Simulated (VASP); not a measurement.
Input of a VASP 6.6.1 run:

The input INCAR:

```
PREC = Accurate
ENCUT = 520
EDIFF = 1E-6
ISMEAR = -1
SIGMA = 0.11
LREAL = Auto
LASPH = True
NELM = 100
ALGO = Normal
ISIF = 2
LWAVE = False
LCHARG = False
GGA = PE
NBANDS = 38
```

KPOINTS

```
Automatic mesh
0
Gamma
  2 2 2
```

POSCAR

```
Li
1.0
    6.9800000000      0.0000000000      0.0000000000
    0.0000000000      6.9800000000      0.0000000000
    0.0000000000      0.0000000000      6.9800000000
Li
16
Direct
   -0.0690687679      0.1244985673     -0.1188968481
    0.6067048711      0.0101289398      0.0789684814
   -0.1130085960      0.4859598854      0.0052148997
    0.0153295129     -0.0312893983      0.4740974212
    0.2043123209      0.2799570201      0.3327793696
    0.4571919771      0.4861747851      0.0642120344
    0.4351862464     -0.0411747851      0.4905444126
    0.7165472779      0.2626074499      0.3046131805
   -0.0237249284      0.4810315186      0.5894269341
    0.1747277937      0.7606733524      0.1863610315
    0.2915472779      0.3045272206      0.7590257880
    0.5750716332      0.4730515759      0.5069054441
    0.7443409742      0.6935386819      0.2652722063
    0.6818481375      0.2674355301      0.7434240688
    0.1582091691      0.7379083095      0.7427220630
    0.7281805158      0.7662893983      0.6971489971
```

Potentials or basis: VASP PAW PBE potentials, release 64 (Li_sv).

Run with:

```console
$ cat potpaw_PBE.64/Li_sv/POTCAR > POTCAR
$ mpirun -np 1 vasp_std > vasp.out
```

(1) Predict the largest force.

(2) Predict the band gap on the k mesh.

## Answers

(1) 1.297 eV/Å.

(2) zero (band 24 reaches 0.69 eV, above the bottom of band 25 at 0.05 eV).

Caveat: the k points lie up to 0.45 Å⁻¹ apart; forces of over 1 eV/Å act on the atoms, so gaps and moduli don't describe the material at rest.
